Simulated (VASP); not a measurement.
A run of VASP 6.6.1 is set up as follows.

File INCAR:

```
SYSTEM = ZrH4
ALGO = Normal
EDIFF = 1E-6
EDIFFG = -0.08
ENCUT = 600
GGA = PE
IBRION = 2
ISIF = 3
ISMEAR = 0
LASPH = .True.
LCHARG = .False.
LREAL = .False.
LWAVE = .False.
NELM = 80
NSW = 36
PREC = Accurate
SIGMA = 0.15
```

File KPOINTS:

```
k-points
0
Gamma
  4 4 4
  0 0 0
```

POSCAR

```
ZrH4
1.0
   -2.8534489300      2.8534489300      1.7413709300
    2.8534489300     -2.8534489300      1.7413709300
    2.8534489300      2.8534489300     -1.7413709300
Zr H
1 4
Direct
    0.9180871000      0.9180871000      0.0000000000
    0.1445794800      0.3609875200      0.5356665300
    0.8253209900      0.6089129500      0.4643334700
    0.3609875200      0.8253209900      0.2164080400
    0.6089129500      0.1445794800      0.7835919600
```

Potentials or basis: VASP PAW PBE potentials, release 64 (Zr_sv, H).

Run with:

```console
$ cat potpaw_PBE.64/Zr_sv/POTCAR potpaw_PBE.64/H/POTCAR > POTCAR
$ mpirun -np 1 vasp_std > vasp.out
```

Q: Predict the relaxed volume.

A: 6.91 Å³/atom.

Q: What does it give for the band gap on the k mesh?

A: Zero (filled and empty bands touch).

Q: What does it give for the relaxed cell?

A: a = 3.687 Å, b = 3.687 Å, c = 3.687 Å, α = 100.01°, β = 100.01°, γ = 130.71°.

Q: Estimate the space group after relaxing (to 0.1 Å).

A: I4/m (No. 87).

Stress tensor (GPa, compression positive):
```
-0.98  0.00  0.00
 0.00 -0.98  0.00
 0.00  0.00  0.33
```

Caveat: the k points lie up to 0.61 Å⁻¹ apart in the final cell; the volume moved by over 15 % at a fixed basis, so the end points are rough.
